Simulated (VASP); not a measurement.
A run of VASP 6.6.1 is set up as follows.

POSCAR

```
ZrH3
1.0
    3.1260380000      0.0000000000      0.0000000000
    0.0000000000      3.1260380000      0.0000000000
    0.0000000000      0.0000000000      3.1260380000
Zr H
1 3
Direct
    0.0000000000      0.0000000000      0.0000000000
    0.0000000000      0.5000000000      0.5000000000
    0.5000000000      0.0000000000      0.5000000000
    0.5000000000      0.5000000000      0.0000000000
```

The input INCAR.step1:

```
PREC = Accurate
ENCUT = 600
ISMEAR = -1
SIGMA = 0.1
LREAL = F
LASPH = T
NELM = 60
GGA = PE
ALGO = Normal
EDIFF = 1E-4
LWAVE = T
LCHARG = F
```

Contents of INCAR.step2:

```
PREC = Accurate
ENCUT = 600
EDIFF = 1E-6
ISMEAR = -1
SIGMA = 0.1
LREAL = F
LASPH = T
NELM = 60
ALGO = Normal
ISIF = 3
LWAVE = F
LCHARG = F
METAGGA = R2SCAN
LMIXTAU = T
IBRION = 2
NSW = 60
EDIFFG = -0.02
ISTART = 1
```

KPOINTS

```
Automatic mesh
0
Gamma
  6 6 6
```

Potentials or basis: VASP PAW PBE potentials, release 64 (Zr_sv, H).

Launch:

```console
$ cat potpaw_PBE.64/Zr_sv/POTCAR potpaw_PBE.64/H/POTCAR > POTCAR
$ cp INCAR.step1 INCAR
$ mpirun -np 1 vasp_std > vasp.out
$ cp INCAR.step2 INCAR
$ mpirun -np 1 vasp_std > vasp.out
```

Problem. Estimate the relaxed volume.

Solution. 7.59 Å³/atom.

Problem. What does it give for the relaxed cell?

Solution. a = 3.119 Å, b = 3.119 Å, c = 3.119 Å, α = 90.00°, β = 90.00°, γ = 90.00°.

Problem. What does it give for the space group after relaxing (to 0.05 Å)?

Solution. Pm-3m (No. 221).

Final structure:
```
Zr H
1.0
     3.11899    0.00000    0.00000
     0.00000    3.11899    0.00000
     0.00000    0.00000    3.11899
Zr H
1 3
Direct
  0.00000 0.00000 0.00000
  0.00000 0.50000 0.50000
  0.50000 0.00000 0.50000
  0.50000 0.50000 0.00000
```

Caveat: the PAW data sets were made with another functional, which shifts forces and pressure a little.
